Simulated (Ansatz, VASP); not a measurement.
# Two plane-wave programs on WC

The input INCAR:

```
SYSTEM = WC
PREC = Accurate ; ENCUT = 1300
EDIFF = 1E-6 ; ISMEAR = 1
SIGMA = 0.1 ; LREAL = .FALSE.
LASPH = .TRUE. ; NELM = 120
ALGO = Normal ; ISIF = 2
LWAVE = .FALSE. ; LCHARG = .FALSE.
GGA = CA ; NBANDS = 16
GGA_COMPAT = .FALSE.
```

Contents of KPOINTS:

```
Automatic mesh
0
G
  9 9 9
  0 0 0
```

Contents of POSCAR:

```
WC
1.0
    0.0000000000      2.1926840000      2.1926840000
    2.1926840000      0.0000000000      2.1926840000
    2.1926840000      2.1926840000      0.0000000000
W C
1 1
Direct
    0.0000000000      0.0000000000      0.0000000000
    0.5000000000      0.5000000000      0.5000000000
```

Input for Ansatz:

```yaml
crystal:
  lattice:
    - [0.0, 2.192684, 2.192684]
    - [2.192684, 0.0, 2.192684]
    - [2.192684, 2.192684, 0.0]
  atoms:
    - { symbol: W, position: [0.0, 0.0, 0.0] }
    - { symbol: C, position: [0.5, 0.5, 0.5] }
kpoints:
  mp_grid:
    grid: [9, 9, 9]
hamiltonian:
  xc: lda
scf:
  convergence:
    dr2_threshold: 1.0e-10
  occupations:
    method: methfessel_paxton
output:
  forces: true
  stress: true
```

Alike in both runs: task single point; functional LDA; k mesh 9 × 9 × 9; no spin polarisation.

|  | VASP | Ansatz |
| --- | --- | --- |
| version | VASP 6.6.1 | Ansatz 0.2.0 |
| potentials or method | VASP PAW LDA potentials, release 64 (W_sv, C_h) | plane waves, PAW |
| plane-wave cutoff (eV) | 1300 | 420 |
| occupations | methfessel-paxton of order 1, width 0.1 eV | methfessel-paxton of order 1 |
| valence electrons in the cell | 18 | 18 |

|  | VASP | Ansatz | Ansatz less VASP |
| --- | --- | --- | --- |
| pressure (GPa) | -13.6 | -15.6 | -2.01 |

LDA's correlation is that of Perdew and Zunger in VASP and of Perdew and Wang (1992) in Ansatz.

Spin-orbit coupling is off throughout.
